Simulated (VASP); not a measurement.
Write the native input for VASP 6.6.1 that does the following.

```yaml
Task: single point
Functional: r2SCAN
Potentials_or_basis: VASP PAW PBE potentials, release 64 (Si)
Cutoff: 550 eV
k_mesh: 9 × 9 × 8
Occupations: gaussian, width 0.15 eV
Spin: no spin polarisation
Dipole_correction: no
Further_INCAR_settings: ALGO = Normal; EDIFF = 1e-06; NBANDS = 8
```

The system is Si.

```
Si
1.0
    -1.62300    1.62706    1.35167
     1.61956   -1.62432    1.34404
     1.64284    1.64416   -1.34828
Si
1
Direct
  0.00000 0.00000 0.00000
```

These files were run (other wordings do the same):

POSCAR

```
Si
1.0
   -1.6229960116      1.6270627670      1.3516652953
    1.6195603045     -1.6243182080      1.3440426331
    1.6428389734      1.6441611698     -1.3482796714
Si
1
Direct
    0.0000000000      0.0000000000      0.0000000000
```

INCAR.step1

```
PREC = Accurate
ENCUT = 550
ISMEAR = 0
SIGMA = 0.15
LREAL = F
LASPH = T
NELM = 120
NBANDS = 8
GGA = PE
ALGO = Normal
EDIFF = 1E-5
LWAVE = T
LCHARG = F
GGA_COMPAT = F
```

INCAR.step2

```
PREC = Accurate
ENCUT = 550
EDIFF = 1E-6
ISMEAR = 0
SIGMA = 0.15
LREAL = F
LASPH = T
NELM = 120
ALGO = Normal
ISIF = 2
LWAVE = F
LCHARG = T
METAGGA = R2SCAN
LMIXTAU = T
LELF = T
LVHAR = T
NBANDS = 8
ISTART = 1
GGA_COMPAT = F
```

KPOINTS

```
regular mesh
0
Gamma
  9 9 8
```

Potentials or basis: VASP PAW PBE potentials, release 64 (Si).

The run is started by

```sh
$ cat potpaw_PBE.64/Si/POTCAR > POTCAR
$ cp INCAR.step1 INCAR
$ mpirun -np 1 vasp_std > vasp.out
$ cp INCAR.step2 INCAR
$ mpirun -np 1 vasp_std > vasp.out
```

It gave:

- Pressure: -2.7 GPa
- Band gap on the k mesh: zero (bands 2 and 3 overlap by 13.97 eV)

Caveat: the PAW data sets were made with another functional, which shifts forces and pressure a little.

It took 48 s on 1 thread of Intel(R) Xeon(R) 6975P-C (Granite Rapids), on a shared host, peak memory 0.15 GiB.
